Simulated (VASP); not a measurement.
# CuSn3 (I4mm) in VASP: notebook

Runs on CuSn3. Level: PBEsol. Tasks: single point.

All numbers are computed with VASP 6.6.1; they aren't measurements. Logs are shortened: lines on timing, memory, paths and dates and some standing lists are left out, and cuts for length are marked.

## (1) The cell of the first run

Symmetry: I4mm, No. 107, tetragonal system. Conventional cell: a = 4.618 Å, b = 4.618 Å, c = 8.452 Å, α = 90.00°, β = 90.00°, γ = 90.00°. Within 4.1 Å of Cu (site symmetry 4mm) lie 13 Sn at 3.13 to 3.63 Å. Sn (site symmetry 2mm) has 8 Sn at 2.76 to 3.56 Å and 4 Cu at 3.13 Å within 3.6 Å. Sn (site symmetry 4mm) has 8 Sn at 2.76 to 3.56 Å and 5 Cu at 3.32 to 3.63 Å within 3.7 Å.

## (2) Single point, PBEsol (atom 4 (Sn) moved -0.600 Å towards its neighbour atom 1 (Cu) at 4.226 Å)

Input file INCAR:

```
SYSTEM = CuSn3
PREC = Accurate
ENCUT = 520
EDIFF = 1E-6
ISMEAR = 0
SIGMA = 0.15
LREAL = .False.
LASPH = .True.
NELM = 60
ALGO = Fast
ISIF = 2
LWAVE = .False.
LCHARG = .True.
GGA = PS
LELF = .True.
LVHAR = .True.
NBANDS = 34
```

Input file KPOINTS:

```
Automatic mesh
0
Gamma
  14 14 14
  0 0 0
```

Input file POSCAR:

```
CuSn3
1.0
   -2.3091160394      2.3091160394      4.2260234635
    2.3091160394     -2.3091160394      4.2260234635
    2.3091160394      2.3091160394     -4.2260234635
Cu Sn
1 3
Direct
    0.0000000000      0.0000000000      0.0000000000
    0.7500000000      0.2500000000      0.5000000000
    0.2500000000      0.7500000000      0.5000000000
    0.5709887209      0.5709887209      0.0000000000
```

Potentials or basis: VASP PAW PBE potentials, release 64 (Cu, Sn_d).

Launch:

```sh
cat potpaw_PBE.64/Cu/POTCAR potpaw_PBE.64/Sn_d/POTCAR > POTCAR
mpirun -np 1 vasp_std > vasp.out
```

OUTCAR:

```text
SYSTEM = CuSn3
   PREC = Accurate
   ENCUT = 520
   EDIFF = 1E-6
   ISMEAR = 0
   LREAL = .False.
   LASPH = .True.
   NELM = 60
   ISIF = 2
   GGA = PS

 ion  position               nearest neighbor table
   1  0.000  0.000  0.000-   2 3.13   3 3.13   2 3.13   3 3.13   2 3.13   3 3.13   2 3.13   3 3.13

   2  0.750  0.250  0.500-   4 2.76   4 2.76   1 3.13   1 3.13   1 3.13   1 3.13   3 3.27   3 3.27
                             3 3.27   3 3.27   4 3.56   4 3.56
   3  0.250  0.750  0.500-   4 2.76   4 2.76   1 3.13   1 3.13   1 3.13   1 3.13   2 3.27   2 3.27
                             2 3.27   2 3.27   4 3.56   4 3.56
   4  0.571  0.571  0.000-   3 2.76   2 2.76   2 2.76   3 2.76   2 3.56   3 3.56   3 3.56   2 3.56

  LATTYP: Found a body centered tetragonal cell.
 ALAT       =     4.6182320788
 C/A-ratio  =     1.8301477238

  Lattice vectors:

 A1 = (  -2.3091160394,   2.3091160394,   4.2260234635)
 A2 = (   2.3091160394,  -2.3091160394,   4.2260234635)
 A3 = (   2.3091160394,   2.3091160394,  -4.2260234635)

Analysis of symmetry for initial positions (statically):
=====================================================================
 Subroutine PRICEL returns:
 Original cell was already a primitive cell.

 Routine SETGRP: Setting up the symmetry group for a
 body centered tetragonal supercell.

 Subroutine GETGRP returns: Found  8 space group operations
 (whereof  8 operations were pure point group operations)
 out of a pool of 16 trial point group operations.

The static configuration has the point symmetry C_4v.

Analysis of symmetry for dynamics (positions and initial velocities):
=====================================================================
 Subroutine PRICEL returns:
 Original cell was already a primitive cell.

 Routine SETGRP: Setting up the symmetry group for a
 body centered tetragonal supercell.

 Subroutine GETGRP returns: Found  8 space group operations
 (whereof  8 operations were pure point group operations)
 out of a pool of 16 trial point group operations.

The dynamic configuration has the point symmetry C_4v.

 Subroutine INISYM returns: Found  8 space group operations
 (whereof  8 operations are pure point group operations),
 and found     1 'primitive' translations

----------------------------------------------------------------------------------------

                                     Primitive cell

  volume of cell :      90.1329

  direct lattice vectors                    reciprocal lattice vectors
    -2.309116039  2.309116039  4.226023463     0.000000000  0.216533076  0.118314535
     2.309116039 -2.309116039  4.226023463     0.216533076  0.000000000  0.118314535
     2.309116039  2.309116039 -4.226023463     0.216533076  0.216533076  0.000000000

  length of vectors
     5.340721682  5.340721682  5.340721682     0.246748662  0.246748662  0.306224013

  position of ions in fractional coordinates (direct lattice)
     0.000000000  0.000000000  0.000000000
     0.750000000  0.250000000  0.500000000
     0.250000000  0.750000000  0.500000000
     0.570988721  0.570988721  0.000000000

  ion indices of the primitive-cell ions
   primitive index   ion index
                 1           1
                 2           2
                 3           3
                 4           4

----------------------------------------------------------------------------------------

 KPOINTS: Automatic mesh

Automatic generation of k-mesh.
 Grid dimensions read from file:
 generate k-points for:   14   14   14

 Generating k-lattice:

  Cartesian coordinates                     Fractional coordinates (reciprocal lattice)
     0.000000000  0.015466648  0.008451038     0.071428571 -0.000000000  0.000000000
     0.015466648  0.000000000  0.008451038    -0.000000000  0.071428571  0.000000000
     0.015466648  0.015466648  0.000000000     0.000000000  0.000000000  0.071428571

  Length of vectors
     0.017624904  0.017624904  0.021873144

  Shift w.r.t. Gamma in fractional coordinates (k-lattice)
     0.000000000  0.000000000  0.000000000

 Subroutine IBZKPT returns following result:
 ===========================================

 Found    244 irreducible k-points:

 Following reciprocal coordinates:
            Coordinates               Weight
  0.000000  0.000000  0.000000      1.000000
  0.071429  0.000000  0.000000      8.000000
  0.142857  0.000000 -0.000000      8.000000
  0.214286  0.000000  0.000000      8.000000
  0.285714  0.000000 -0.000000      8.000000
  0.357143  0.000000 -0.000000      8.000000
[... 16 lines left out ...]
  0.214286  0.142857 -0.000000     16.000000
  0.285714  0.142857 -0.000000     16.000000
 [... further k-points ...]
   k-points           NKPTS =    244   k-points in BZ     NKDIM =    244   number of bands    NBANDS=     34
   number of dos      NEDOS =    301   number of ions     NIONS =      4
   total plane-waves  NPLWV =  64000
   dimension x,y,z NGX =    40 NGY =   40 NGZ =   40
   dimension x,y,z NGXF=    80 NGYF=   80 NGZF=   80
   ions per type =               1   3
   NGX,Y,Z   is equivalent  to a cutoff of  12.45, 12.45, 12.45 a.u.
   NGXF,Y,Z  is equivalent  to a cutoff of  24.90, 24.90, 24.90 a.u.
 SYSTEM =  CuSn3
   PREC   = accura    normal or accurate (medium, high low for compatibility)
   ISTART =      0    job   : 0-new  1-cont  2-samecut
   ICHARG =      2    charge: 1-file 2-atom 10-const
   ISPIN  =      1    spin polarized calculation?
   LNONCOLLINEAR =      F non collinear calculations
   LSORBIT =      F    spin-orbit coupling
   LASPH  =      T    aspherical Exc in radial PAW
   ENCUT  =  520.0 eV  38.22 Ry    6.18 a.u.   9.93  9.93  9.93*2*pi/ulx,y,z
   NELM   =     60;   NELMIN=  2; NELMDL= -5     # of ELM steps
   EDIFF  = 0.1E-05   stopping-criterion for ELM
   LREAL  =      F    real-space projection
   EDIFFG = 0.1E-04   stopping-criterion for IOM
   NSW    =      0    number of steps for IOM
   IBRION =     -1    ionic relax: 0-MD 1-quasi-New 2-CG
   NFREE  =      0    steps in history (QN), initial steepest desc. (CG)
   ISIF   =      2    stress and relaxation
   ISYM   =      2    0-nonsym 1-usesym 2-fastsym
   POTIM  = 0.5000    time-step for ionic-motion
   TEBEG  =    0.0;   TEEND  =   0.0 temperature during run
   PSTRESS=    0.0 pullay stress
   NELECT =      53.0000    total number of electrons
   NUPDOWN=      -1.0000    fix difference up-down
   EMIN   =  10.00;   EMAX   =-10.00  energy-range for DOS
   EFERMI =   0.00;   METHOD = LEGACY
   ISMEAR =     0;   SIGMA  =   0.15  broadening in eV -4-tet -1-fermi 0-gaus
   EFERMI_NEDOS =   21; number of points for ismear=-14 and -15
   IALGO  =     68    algorithm
   IMIX   =      4    mixing-type and parameters
     AMIX     =   0.40;   BMIX     =  1.00
     AMIX_MAG =   1.60;   BMIX_MAG =  1.00
  volume/ion in A,a.u.               =      22.53       152.06
  Fermi-wavevector in a.u.,A,eV,Ry     =   1.371531  2.591818 25.593885  1.881097
  Thomas-Fermi vector in A             =   2.497220
   LORBIT       =      0    0 simple, 1 ext, 2 COOP (PROOUT), +10 PAW based schemes
   GGA     = PS    functional components
   LHFCALC =     F    Hartree Fock is set to
   AEXX    =    0.0000 exact exchange contribution
   IVDW    =     0    specifies the selected vdW correction
   LEPSILON=     F    determine dielectric tensor
   LRPA    =     F    only Hartree local field effects (RPA)
 non-spin polarized calculation
 RMM-DIIS sequential band-by-band and
 Gauss-broadening in eV      SIGMA  =   0.15
  energy-cutoff  :      520.00
  volume of cell :       90.13
 maximum number of plane-waves:      2452
   NGX = 19   NGY = 19   NGZ = 19

 number of electron      52.9999991 magnetization

 Free energy of the ion-electron system (eV)
  ---------------------------------------------------
  ext. energy  EPLUGINS =         0.00000000
  ---------------------------------------------------
  free energy    TOTEN  =       -15.16729815 eV

  energy without entropy =      -15.14479360  energy(sigma->0) =      -15.15604587

 E-fermi :   8.4243     XC(G=0): -10.9513

 val. band max:        8.4211507831   @ k =  -0.2143   0.2143   0.0714
 cond. band min:       8.4258553008   @ k =   0.2143   0.1429  -0.0000
 fundamental gap:      0.0047045177
 Fermi energy:         8.4243307304

 k-point     1 :       0.0000    0.0000    0.0000
  band No.  band energies     occupation
      1     -13.4450      2.00000
      2     -13.4450      2.00000
      3     -13.4166      2.00000
      4     -13.3856      2.00000
      5     -13.3654      2.00000
      6     -13.2189      2.00000
[... 26 lines left out ...]
     33      11.2473      0.00000
     34      14.9278      0.00000

 k-point     2 :       0.0714    0.0000    0.0000
  band No.  band energies     occupation
      1     -13.4527      2.00000
      2     -13.4471      2.00000
      3     -13.4116      2.00000
      4     -13.3862      2.00000
      5     -13.3562      2.00000
      6     -13.2175      2.00000
[... 26 lines left out ...]
     33      11.1736      0.00000
     34      15.2189      0.00000

 k-point     3 :       0.1429    0.0000   -0.0000
  band No.  band energies     occupation
      1     -13.4669      2.00000
      2     -13.4515      2.00000
      3     -13.3989      2.00000
      4     -13.3908      2.00000
      5     -13.3356      2.00000
      6     -13.2130      2.00000
[... 26 lines left out ...]
     33      11.6465      0.00000
     34      15.9417      0.00000

 k-point     4 :       0.2143    0.0000    0.0000
  band No.  band energies     occupation
      1     -13.4784      2.00000
      2     -13.4562      2.00000
      3     -13.3997      2.00000
      4     -13.3808      2.00000
      5     -13.3148      2.00000
      6     -13.2054      2.00000
[... 26 lines left out ...]
     33      12.8316      0.00000
     34      16.8128      0.00000

 k-point     5 :       0.2857    0.0000   -0.0000
  band No.  band energies     occupation
      1     -13.4840      2.00000
      2     -13.4605      2.00000
      3     -13.4120      2.00000
      4     -13.3596      2.00000
      5     -13.2999      2.00000
      6     -13.1952      2.00000
[... 621 lines left out ...]
 k-point    22 :       0.1429    0.1429   -0.0000
  band No.  band energies     occupation
      1     -13.4786      2.00000
      2     -13.4656      2.00000
      3     -13.3898      2.00000
      4     -13.3842      2.00000
      5     -13.3144      2.00000
      6     -13.2092      2.00000
[... 26 lines left out ...]
     33      12.3570      0.00000
     34      15.4043      0.00000

 k-point    23 :       0.2143    0.1429   -0.0000
  band No.  band energies     occupation
      1     -13.4866      2.00000
      2     -13.4725      2.00000
      3     -13.3970      2.00000
      4     -13.3681      2.00000
      5     -13.2949      2.00000
      6     -13.2055      2.00000
[... 26 lines left out ...]
     33      13.4997      0.00000
     34      14.3646      0.00000

 k-point    24 :       0.2857    0.1429   -0.0000
  band No.  band energies     occupation
      1     -13.4900      2.00000
      2     -13.4776      2.00000
      3     -13.4093      2.00000
      4     -13.3492      2.00000
      5     -13.2789      2.00000
      6     -13.1998      2.00000
[... 26 lines left out ...]
     33      13.3985      0.00000
     34      14.7897      0.00000

 [... further k-points ...]
[... 5 lines left out ...]
  --------------------------------------------------------------------------------------
  -------------------------------------------------------------------------------------
  Total        4.2318361      4.2318361      1.4489653      0.0000000      0.0000000      0.0000000
  in kB       75.2239286     75.2239286     25.7564001      0.0000000      0.0000000      0.0000000
  external PRESSURE =      58.7347524 kB  Pullay stress =       0.0000000 kB

 VOLUME and BASIS-vectors are now :
 -----------------------------------------------------------------------------
  energy-cutoff  :      520.00
  volume of cell :       90.13
      direct lattice vectors                 reciprocal lattice vectors
    -2.309116039  2.309116039  4.226023463     0.000000000  0.216533076  0.118314535
     2.309116039 -2.309116039  4.226023463     0.216533076  0.000000000  0.118314535
     2.309116039  2.309116039 -4.226023463     0.216533076  0.216533076  0.000000000

 POSITION                                       TOTAL-FORCE (eV/Angst)
 -----------------------------------------------------------------------------------
      0.00000      0.00000      0.00000        -0.000000     -0.000000      0.012875
      0.00000      2.30912      2.11301         0.000000      0.000000      1.795278
      2.30912      0.00000      2.11301        -0.000000     -0.000000      1.795278
      0.00000      0.00000      4.82602         0.000000      0.000000     -3.603432
 -----------------------------------------------------------------------------------
    total drift:                               -0.000000     -0.000000      0.000423

  FREE ENERGIE OF THE ION-ELECTRON SYSTEM (eV)
  ---------------------------------------------------
  free  energy   TOTEN  =       -15.1672981529 eV

  energy  without entropy=      -15.1447935964  energy(sigma->0) =      -15.15604587
```

Wall time 8.8 min (1 thread of Intel Xeon 6975P-C (Granite Rapids), shared host); peak memory 0.71 GiB.

Results:

```yaml
Free_energy: -15.1673 eV
Pressure: 5.9 GPa
Largest_force: 3.603 eV/Å
Band_gap_on_the_k_mesh: zero (an odd number of electrons rules out a gap without spin polarisation)
```

Forces on the atoms (eV/Å):
```
Cu   0.000  0.000  0.013
Sn   0.000  0.000  1.795
Sn   0.000  0.000  1.795
Sn   0.000  0.000 -3.603
```

Caveat: the cell differs from its parent crystal (atom 4 (Sn) moved -0.600 Å towards its neighbour atom 1 (Cu) at 4.226 Å); the cell stands under pressure; the PAW data sets were made with another functional, which shifts forces and pressure a little; spin-orbit coupling is left out, which moves the levels of the heavy elements.

## (3) Single point, PBEsol (atom 4 (Sn) moved +0.450 Å towards its neighbour atom 1 (Cu) at 4.226 Å)

Input file INCAR:

```
ALGO = Fast
EDIFF = 1E-6
ENCUT = 520
GGA = PS
ISIF = 2
ISMEAR = 0
LASPH = T
LCHARG = F
LREAL = F
LWAVE = F
NBANDS = 34
NELM = 80
PREC = Accurate
SIGMA = 0.15
```

Input file KPOINTS:

```
k-points
0
Gamma
  14 14 14
```

Changes to POSCAR since step 2:

```diff
@@ -11,2 +11,2 @@
     0.2500000000      0.7500000000      0.5000000000
-    0.5709887209      0.5709887209      0.0000000000
+    0.4467584594      0.4467584594      0.0000000000
```

Potentials or basis: VASP PAW PBE potentials, release 64 (Cu, Sn_d).

Launch:

```sh
cat potpaw_PBE.64/Cu/POTCAR potpaw_PBE.64/Sn_d/POTCAR > POTCAR
mpirun -np 1 vasp_std > vasp.out
```

Run time: 8.3 min. Hardware: 1 thread of Intel Xeon 6975P-C (Granite Rapids), shared host; peak memory 0.71 GiB.

Results (log left out):

- Free energy: -15.6363 eV
- Pressure: 3.4 GPa
- Largest force: 2.648 eV/Å
- Band gap on the k mesh: zero (an odd number of electrons rules out a gap without spin polarisation)

Forces in eV/Å, atoms in the order of the input:
```
Cu   0.000  0.000 -0.017
Sn   0.000  0.000 -1.316
Sn   0.000  0.000 -1.316
Sn   0.000  0.000  2.648
```

Stress tensor (GPa, compression positive):
```
4.22 0.00 0.00
0.00 4.22 0.00
0.00 0.00 1.71
```

Levels at points of the mesh, in eV from the Fermi level:
| k point | band 22 | band 23 | band 24 | band 25 | band 26 | band 27 | band 28 | band 29 | band 30 | band 31 |
| --- | --- | --- | --- | --- | --- | --- | --- | --- | --- | --- |
| (0.00, 0.00, 0.00) | -2.82 | -2.60 | -1.89 | -1.57 | -1.57 | 0.07 | 0.09 | 0.09 | 0.68 | 1.18 |
| (0.50, 0.00, 0.00) | -2.71 | -2.58 | -2.07 | -1.38 | -1.25 | -0.28 | -0.24 | 2.25 | 3.70 | 3.73 |
| (0.50, 0.50, 0.00) | -2.87 | -2.57 | -2.53 | -2.29 | -2.26 | 1.01 | 1.89 | 2.54 | 2.95 | 5.73 |
| (0.50, 0.50, 0.50) | -2.67 | -2.67 | -2.60 | -2.17 | -1.84 | 3.19 | 3.64 | 3.67 | 3.67 | 4.76 |

Caveat: the cell differs from its parent crystal (atom 4 (Sn) moved +0.450 Å towards its neighbour atom 1 (Cu) at 4.226 Å); the cell stands under pressure; the PAW data sets were made with another functional, which shifts forces and pressure a little; spin-orbit coupling is left out, which moves the levels of the heavy elements.
